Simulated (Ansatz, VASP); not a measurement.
Al2O3 in VASP and in Ansatz

File INCAR:

```
PREC     = Accurate       # precision mode
ENCUT    = 600            # plane-wave cutoff, eV
EDIFF    = 1E-6           # SCF threshold, eV
ISMEAR   = 0              # smearing method
SIGMA    = 0.02           # smearing width, eV
LREAL    = False          # projectors in reciprocal space
LASPH    = True           # aspherical terms in the spheres
NELM     = 100            # most SCF steps
ALGO     = Normal         # electronic algorithm
ISIF     = 3              # what is computed and relaxed
LWAVE    = False          # write WAVECAR
LCHARG   = False          # write CHGCAR
GGA      = PE             # functional
IBRION   = 2              # ionic algorithm
NSW      = 100            # ionic steps
EDIFFG   = -0.01          # ionic threshold
```

The input KPOINTS:

```
Automatic mesh
0
Gamma
  10 10 6
```

File POSCAR:

```
Al2O3
1.0
    2.7988444194      0.0000000000      0.0000000000
    0.0000000000      2.7988444194      0.0000000000
    0.0000000000      0.0000000000      6.2599944267
Al O
2 3
Direct
    0.0000000000      0.0000000000      0.5000000000
    0.5000000000      0.5000000000      0.0000000000
    0.0000000000      0.0000000000      0.0000000000
    0.0000000000      0.5000000000      0.3299721309
    0.5000000000      0.0000000000      0.6700278691
```

Input for Ansatz:

```yaml
crystal:
  lattice:
    - [2.7988444194, 0.0, 0.0]
    - [0.0, 2.7988444194, 0.0]
    - [0.0, 0.0, 6.2599944267]
  atoms:
    - { symbol: Al, position: [0.0, 0.0, 0.5] }
    - { symbol: Al, position: [0.5, 0.5, 0.0] }
    - { symbol: O, position: [0.0, 0.0, 0.0] }
    - { symbol: O, position: [0.0, 0.5, 0.3299721309] }
    - { symbol: O, position: [0.5, 0.0, 0.6700278691] }
basis:
  ecutwfc: 420
kpoints:
  mp_grid: { grid: [10, 10, 6] }
hamiltonian:
  xc: pbe
scf:
  occupations: { method: gaussian, width: 0.02 }
output:
  forces: true
  stress: true
  eigenvalues: true
  write_density: true
  write_potential: true
  elf: true
  volumetric_format: npy
relax:
  adjacent_minimum: "off"
  f_tol: 0.01
  max_steps: 80
  cell: { stress_tol: 0.05 }
```

Alike in both runs: task relaxation of cell and atoms; functional PBE; k mesh 10 × 10 × 6; occupations gaussian, width 0.02 eV; no spin polarisation.

|  | VASP | Ansatz |
| --- | --- | --- |
| version | VASP 6.6.1 | Ansatz 0.2.0 |
| potentials or method | VASP PAW PBE potentials, release 64 (Al, O), cutoff 600 eV | scalar-relativistic, plane waves, PAW |
| valence electrons in the cell | 24 | 24 |

Ansatz gave:

```
gap on the k mesh at the Fermi level, each at its own relaxed structure (eV) : 2.09
relaxed volume (Å³/atom)                                                     : 9.80
relaxed cell length with the largest relative difference (Å)                 : 6.261
```

**Question.** Estimate VASP's values.

**Answer.** gap on the k mesh at the Fermi level, each at its own relaxed structure (eV): 2.11; relaxed volume (Å³/atom): 9.79; relaxed cell length with the largest relative difference (Å): 6.257.
